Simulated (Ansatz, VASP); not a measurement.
**RbCl in VASP and in Ansatz**

File INCAR:

```
SYSTEM = RbCl
  PREC = Accurate
  ENCUT = 500
  EDIFF = 1E-6
  ISMEAR = 0
  SIGMA = 0.01
  LREAL = .False.
  LASPH = .True.
  NELM = 120
  ALGO = Normal
  ISIF = 2
  LWAVE = .False.
  LCHARG = .True.
  GGA = PE
  LELF = .True.
  LVHAR = .True.
  NBANDS = 15
  GGA_COMPAT = .False.
```

File KPOINTS:

```
Automatic mesh
0
Gamma
  6 6 6
  0 0 0
```

The input POSCAR:

```
RbCl
1.0
    0.0000000000      3.2807573105      3.2807573105
    3.2807573105      0.0000000000      3.2807573105
    3.2807573105      3.2807573105      0.0000000000
Rb Cl
1 1
Direct
    0.0000000000      0.0000000000      0.0000000000
    0.5000000000      0.5000000000      0.5000000000
```

Input for Ansatz:

```yaml
crystal:
  lattice:
    - [0.0, 3.2807573105, 3.2807573105]
    - [3.2807573105, 0.0, 3.2807573105]
    - [3.2807573105, 3.2807573105, 0.0]
  atoms:
    - { symbol: Rb, position: [0.0, 0.0, 0.0] }
    - { symbol: Cl, position: [0.5, 0.5, 0.5] }
kpoints:
  mp_grid: { grid: [6, 6, 6] }
hamiltonian:
  xc: pbe
scf:
  occupations: { method: fixed }
  n_extra_bands: 4
output:
  forces: true
  stress: true
  eigenvalues: true
```

Alike in both runs: task single point; functional PBE; k mesh 6 × 6 × 6; no spin polarisation.

```csv
,VASP,Ansatz
version,VASP 6.6.1,Ansatz 0.2.0
potentials or method,"VASP PAW PBE potentials, release 64 (Rb_sv, Cl)","plane waves, PAW"
plane-wave cutoff (eV),500,420
occupations,"gaussian, width 0.01 eV",fixed
valence electrons in the cell,16,16
```

|  | VASP | Ansatz | Ansatz less VASP |
| --- | --- | --- | --- |
| gap on the k mesh at the Fermi level (eV) | 5.03 | 5.03 | +0.003 |
| pressure (GPa) | 1.0 | 1.0 | 0.00 |
